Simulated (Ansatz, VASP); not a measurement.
**Two plane-wave programs on Al**

```
Al
1.0
     2.81246    0.00000    0.00000
    -1.40623    2.43566    0.00000
     0.00000    0.00000    4.86685
Al
2
Cartesian
  1.4062 0.8119 3.6501
  0.0000 1.6238 1.2167
```

Alike in both runs: task relaxation of cell and atoms; functional PBE; k mesh 12 × 12 × 8; occupations gaussian, width 0.1 eV; no spin polarisation.

|  | VASP | Ansatz |
| --- | --- | --- |
| version | VASP 6.6.1 | Ansatz 0.2.0 |
| potentials or method | VASP PAW PBE potentials, release 64 (Al), cutoff 600 eV | scalar-relativistic, plane waves, PAW |
| valence electrons in the cell | 6 | 6 |

|  | VASP | Ansatz | Ansatz less VASP |
| --- | --- | --- | --- |
| gap on the k mesh at the Fermi level, each at its own relaxed structure (eV) | none | none | - |
| relaxed volume (Å³/atom) | 16.59 | 16.61 | +0.014 |
| relaxed cell length with the largest relative difference (Å) | 2.839 | 2.840 | +0.0010 |

A gap of «none» marks a metal or a gap that the smearing closes.
